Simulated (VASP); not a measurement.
# BN (R3m) in VASP: a series of runs, part 2 of 2

VASP 6.6.1. The steps go on from the part before.

## Step 4: Electric field gradients, PBEsol (equal xy, yz and zx shear strains of +1 %)

Contents of INCAR:

```
PREC     = Accurate       # precision mode
ENCUT    = 520            # plane-wave cutoff, eV
EDIFF    = 1E-8           # SCF threshold, eV
ISMEAR   = -1             # smearing method
SIGMA    = 0.03           # smearing width, eV
LREAL    = F              # projectors in reciprocal space
LASPH    = T              # aspherical terms in the spheres
NELM     = 100            # most SCF steps
ALGO     = Normal         # electronic algorithm
ISIF     = 2              # what is computed and relaxed
LWAVE    = F              # write WAVECAR
LCHARG   = F              # write CHGCAR
GGA      = PS             # functional
LEFG     = T            
NBANDS   = 11             # bands
```

Contents of KPOINTS:

```
Automatic mesh
0
Gamma
  13 13 13
```

Contents of POSCAR:

```
BN
1.0
    0.0180750000      1.8165375000      1.8165375000
    1.8165375000      0.0180750000      1.8165375000
    1.8165375000      1.8165375000      0.0180750000
B N
1 1
Direct
    0.0000000000      0.0000000000      0.0000000000
    0.7500000000      0.7500000000      0.7500000000
```

Potentials or basis: VASP PAW PBE potentials, release 64 (B, N).

The run is started by

```sh
$ cat potpaw_PBE.64/B/POTCAR potpaw_PBE.64/N/POTCAR > POTCAR
$ mpirun -np 1 vasp_std > vasp.out
```

OUTCAR:

```text
PREC = Accurate
   ENCUT = 520
   EDIFF = 1E-8
   ISMEAR = -1
   LREAL = F
   LASPH = T
   NELM = 100
   ISIF = 2
   GGA = PS

 ion  position               nearest neighbor table
   1  0.000  0.000  0.000-   2 1.56   2 1.56   2 1.56   2 1.58
   2  0.750  0.750  0.750-   1 1.56   1 1.56   1 1.56   1 1.58

  LATTYP: Found a trigonal (rhomboedric) cell.
 ALAT       =     2.5690355551
 COS(alpha) =     0.5099250056

  Lattice vectors:

 A1 = (   0.0180750000,   1.8165375000,   1.8165375000)
 A2 = (   1.8165375000,   0.0180750000,   1.8165375000)
 A3 = (   1.8165375000,   1.8165375000,   0.0180750000)

Analysis of symmetry for initial positions (statically):
=====================================================================
 Subroutine PRICEL returns:
 Original cell was already a primitive cell.

 Routine SETGRP: Setting up the symmetry group for a
 trigonal (rhombohedral) supercell.

 Subroutine GETGRP returns: Found  6 space group operations
 (whereof  6 operations were pure point group operations)
 out of a pool of 12 trial point group operations.

The static configuration has the point symmetry C_3v.

Analysis of symmetry for dynamics (positions and initial velocities):
=====================================================================
 Subroutine PRICEL returns:
 Original cell was already a primitive cell.

 Routine SETGRP: Setting up the symmetry group for a
 trigonal (rhombohedral) supercell.

 Subroutine GETGRP returns: Found  6 space group operations
 (whereof  6 operations were pure point group operations)
 out of a pool of 12 trial point group operations.

[... 479 lines left out ...]
      2      -1.9324      2.00000
      3       4.0508      2.00000
      4       4.4597      2.00000
      5      16.0454      0.00000
      6      19.3827      0.00000
      7      19.7769      0.00000
      8      22.0844      0.00000
      9      28.0565      0.00000
     10      33.4793      0.00000
     11      35.0642      0.00000

 [... further k-points ...]

------------------------ aborting loop because EDIFF is reached ----------------------------------------

  FORCE on cell =-STRESS in cart. coord.  units (eV):
  Direction    XX          YY          ZZ          XY          YZ          ZX
  --------------------------------------------------------------------------------------
  -------------------------------------------------------------------------------------
  Total       -0.1631677     -0.1631677     -0.1631677     -0.3310677     -0.3310677     -0.3310677
  in kB      -22.1366717    -22.1366717    -22.1366717    -44.9153612    -44.9153612    -44.9153612
  external PRESSURE =     -22.1366717 kB  Pullay stress =       0.0000000 kB

 VOLUME and BASIS-vectors are now :
 -----------------------------------------------------------------------------
  energy-cutoff  :      520.00
  volume of cell :       11.81
      direct lattice vectors                 reciprocal lattice vectors
     0.018075000  1.816537500  1.816537500    -0.279391562  0.276638936  0.276638936
     1.816537500  0.018075000  1.816537500     0.276638936 -0.279391562  0.276638936
     1.816537500  1.816537500  0.018075000     0.276638936  0.276638936 -0.279391562

 POSITION                                       TOTAL-FORCE (eV/Angst)
 -----------------------------------------------------------------------------------
      0.00000      0.00000      0.00000        -0.016135     -0.016135     -0.016135
      2.73836      2.73836      2.73836         0.016135      0.016135      0.016135
 -----------------------------------------------------------------------------------
    total drift:                                0.000001      0.000001      0.000001

  FREE ENERGIE OF THE ION-ELECTRON SYSTEM (eV)
  ---------------------------------------------------
  free  energy   TOTEN  =       -18.3415632915 eV

  energy  without entropy=      -18.3415632915  energy(sigma->0) =      -18.34156329

 Electric field gradients (V/A^2)
---------------------------------------------------------------------
 ion       V_xx      V_yy      V_zz      V_xy      V_xz      V_yz
---------------------------------------------------------------------
   1      -0.000    -0.000    -0.000     0.620     0.620     0.620
   2       0.000    -0.000    -0.000     1.635     1.635     1.635
---------------------------------------------------------------------

 Electric field gradients after diagonalization (V/A^2)
 (convention: |V_zz| > |V_xx| > |V_yy|)
----------------------------------------------------------------------
 ion       V_xx      V_yy      V_zz     asymmetry (V_yy - V_xx)/ V_zz
----------------------------------------------------------------------
   1      -0.620    -0.620     1.239       0.000
   2      -1.635    -1.635     3.270       0.000
----------------------------------------------------------------------

           NMR quadrupolar parameters

 Cq : quadrupolar parameter    Cq=e*Q*V_zz/h
 eta: asymmetry parameters     (V_yy - V_xx)/ V_zz
 Q  : nuclear electric quadrupole moment in mb (millibarn)
----------------------------------------------------------------------
 ion       Cq(MHz)       eta       Q (mb)
----------------------------------------------------------------------
   1       0.003       0.000       1.000
   2       0.008       0.000       1.000
----------------------------------------------------------------------
```

It took 31 s on 1 thread of Intel Xeon 8259CL, shared host; peak memory 0.14 GiB.

Results:

- Free energy: -18.3416 eV
- Pressure: -2.2 GPa
- Largest force: 0.028 eV/Å
- Band gap on the k mesh: 4.33 eV (least direct gap 8.41 eV)
- Largest electric field gradient by atom: B +1.2; N +3.3 V/Å²

Forces on the atoms (eV/Å):
```
B   -0.016 -0.016 -0.016
N    0.016  0.016  0.016
```

Electric field gradients, principal values (V/Å²):
| atom | least | middle | greatest (by size) |
| --- | --- | --- | --- |
| 1 B | -0.620 | -0.620 | 1.239 |
| 2 N | -1.635 | -1.635 | 3.270 |

Caveat: the cell differs from its parent crystal (equal xy, yz and zx shear strains of +1 %); without QUAD_EFG the Cq values of the log hold for a quadrupole moment of 1 mb, not for the nuclei; the PAW data sets were made with another functional, which shifts forces and pressure a little; an odd mesh through Γ misses points on the zone boundary, where band edges can lie.
